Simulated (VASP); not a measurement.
Runs of VASP 6.6.1 on Ti2AlN3. The structure is that of space group P-3m1 (No. 164), or close to it. The cells are those of the table. 

```csv
task,spin,cell,k mesh,cutoff (eV),gap on the mesh (eV),pressure (GPa),moment (μB),relaxed volume (Å³/atom),largest force (eV/Å)
single point,"collinear, ferromagnetic start","a = 3.282, b = 3.282, c = 8.040 Å, angles 90.0, 90.0, 120.0°, 6 atoms",6 × 6 × 2,520,none,(b),0.00,-,(a)
relaxation of cell and atoms,off,"relaxed from a = 2.959, b = 2.959, c = 7.309 Å, angles 90.0, 90.0, 120.0°, 6 atoms",6 × 6 × 4,600,none,0.0,-,9.25,0.01
relaxation of cell and atoms,off,"relaxed from a = 2.961, b = 2.961, c = 7.308 Å, angles 90.0, 90.0, 120.0°, 6 atoms",12 × 12 × 6,600,none,0.0,-,9.25,0.01
single point,off,"a = 2.961, b = 2.961, c = 7.308 Å, angles 90.0, 90.0, 120.0°, 6 atoms",6 × 6 × 4,520,none,0.3,-,-,0.03
single point,off,"a = 2.961, b = 2.961, c = 7.313 Å, angles 90.0, 90.0, 120.0°, 6 atoms",12 × 12 × 6,520,none,0.2,-,-,0.03
single point,"collinear, ferromagnetic start","a = 2.959, b = 2.959, c = 7.309 Å, angles 90.0, 90.0, 120.0°, 6 atoms",6 × 6 × 2,520,none,0.4,0.00,-,0.03
```

Alike in all rows: level PBE; potentials or basis VASP PAW PBE potentials, release 64 (Ti_sv, Al, N); smearing gaussian 0.1 eV.

Question: Fill in the values left out.

Answer: (a) 1.50; (b) -41.4.

Caveats: some runs use coarse meshes; forces of over 1 eV/Å act on the atoms, so gaps and moduli don't describe the material at rest (some runs).

A gap of «none» marks levels without a gap at the run's occupations.
